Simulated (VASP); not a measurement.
## Sc: single point with r2SCAN0

Sc:

```
CELL_PARAMETERS angstrom
0.00000 2.32652 2.32652
2.32652 0.00000 2.32652
2.32652 2.32652 0.00000
ATOMIC_POSITIONS crystal
Sc 0.00000 0.00000 0.00000
```

This isn't the form of Sc at room conditions, which is hcp.

```yaml
Program: VASP 6.6.1
Task: single point
Functional: r2SCAN0
Potentials_or_basis: VASP PAW PBE potentials, release 64 (Sc_sv)
Cutoff: 520 eV
k_mesh: 6 × 6 × 6
Occupations: fermi-dirac, width 0.1 eV
Spin: no spin polarisation
Dipole_correction: no
Grid_for_exact_exchange_PRECFOCK: Normal
Further_INCAR_settings: ALGO = Normal; EDIFF = 1e-07; NBANDS = 12
Share_of_exact_exchange: 0.25
```

```json
{"Pressure": "0.6 GPa", "Band gap on the k mesh": "zero (an odd number of electrons rules out a gap without spin polarisation)"}
```

Levels at points of the mesh, in eV from the Fermi level:
```csv
k point,band 3,band 4,band 5,band 6,band 7,band 8
"(0.00, 0.00, 0.00)",-32.06,-32.06,-7.10,2.70,2.70,2.70
"(0.50, 0.00, 0.00)",-32.11,-32.11,-2.55,-0.81,2.55,2.55
"(0.50, 0.50, 0.00)",-32.20,-32.20,-2.26,-1.03,1.99,5.26
```

Run time: 36 min on 1 thread of Oxide Virtual Turin-like Processor, with other jobs on the host, peak memory 0.13 GiB.

Caveat: the k points lie up to 0.39 Å⁻¹ apart, too coarse for converged energies and pressures of a metal; the PAW data sets were made with another functional, which shifts forces and pressure a little.
